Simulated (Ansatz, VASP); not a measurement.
**P: VASP beside Ansatz**

Contents of INCAR:

```
  PREC = Accurate
  ENCUT = 600
  EDIFF = 1E-6
  ISMEAR = 0
  SIGMA = 0.1
  LREAL = F
  LASPH = T
  NELM = 100
  ALGO = Normal
  ISIF = 3
  LWAVE = F
  LCHARG = F
  GGA = PE
  IBRION = 2
  NSW = 100
  EDIFFG = -0.01
```

File KPOINTS:

```
regular mesh
0
Gamma
  22 22 22
```

The input POSCAR:

```
P
1.0
    2.4431317604      0.0000000000      0.0000000000
    0.0000000000      2.4431317604      0.0000000000
    0.0000000000      0.0000000000      2.4431317604
P
1
Direct
    0.5000000000      0.5000000000      0.5000000000
```

Input for Ansatz:

```yaml
crystal:
  lattice:
    - [2.4431317604, 0.0, 0.0]
    - [0.0, 2.4431317604, 0.0]
    - [0.0, 0.0, 2.4431317604]
  atoms:
    - { symbol: P, position: [0.5, 0.5, 0.5] }
basis:
  ecutwfc: 420
kpoints:
  mp_grid: { grid: [22, 22, 22] }
hamiltonian:
  xc: pbe
scf:
  occupations: { method: gaussian, width: 0.1 }
output:
  forces: true
  stress: true
  eigenvalues: true
relax:
  adjacent_minimum: "off"
  f_tol: 0.01
  max_steps: 80
  cell: { stress_tol: 0.05 }
```

Change from the starting cell: the structure that the rattled cell fell into.

Alike in both runs: task relaxation of cell and atoms; functional PBE; k mesh 22 × 22 × 22; occupations gaussian, width 0.1 eV; no spin polarisation.

|  | VASP | Ansatz |
| --- | --- | --- |
| version | VASP 6.6.1 | Ansatz 0.2.0 |
| potentials or method | VASP PAW PBE potentials, release 64 (P), cutoff 600 eV | scalar-relativistic, plane waves, PAW |
| valence electrons in the cell | 5 | 5 |

```tsv
	VASP	Ansatz	Ansatz less VASP
gap on the k mesh at the Fermi level, each at its own relaxed structure (eV)	none	none	-
relaxed volume (Å³/atom)	14.58	14.61	+0.024
relaxed length of the cell vector where the two differ most in proportion (Å)	2.443	2.444	+0.0013
```

A gap of «none» marks a metal or a gap that the smearing closes.

Noted on VASP's run: the relaxation stopped at its first step, so nothing moved.
